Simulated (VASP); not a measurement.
Ga, 1 atom in the cell. The structure is cubic, space group Im-3m (No. 229). Conventional cell: a = 3.362 Å, b = 3.362 Å, c = 3.362 Å, α = 90.00°, β = 90.00°, γ = 90.00°. Ga (site symmetry m-3m) has 14 Ga at 2.91 to 3.36 Å within 3.8 Å. This isn't the form of Ga at room conditions, which is orthorhombic.

- Program: VASP 6.6.1
- Task: relaxation of cell and atoms
- Functional: LDA
- Potentials or basis: VASP PAW LDA potentials, release 64 (Ga_d)
- Cutoff: 600 eV
- k mesh: 20 × 20 × 20
- Occupations: fermi-dirac, width 0.1 eV
- Spin: no spin polarisation
- Dipole correction: no
- Further INCAR settings: ALGO = Normal; EDIFF = 1e-06; IBRION = 2; EDIFFG = -0.005; NSW = 60; ISIF = 3

Potentials or basis: VASP PAW LDA potentials, release 64 (Ga_d).

The run is started by

```console
$ cat potpaw_LDA.64/Ga_d/POTCAR > POTCAR
$ mpirun -np 1 vasp_std > vasp.out
```

Hardware: 1 thread of Intel Xeon 8259CL, with other jobs on the host.

Estimate the wall time of this run.

Wall time 86 s on 1 thread of Intel Xeon 8259CL, on a shared host, peak memory 0.18 GiB. Counts: scf iterations 22, k points 256, ion steps 3.
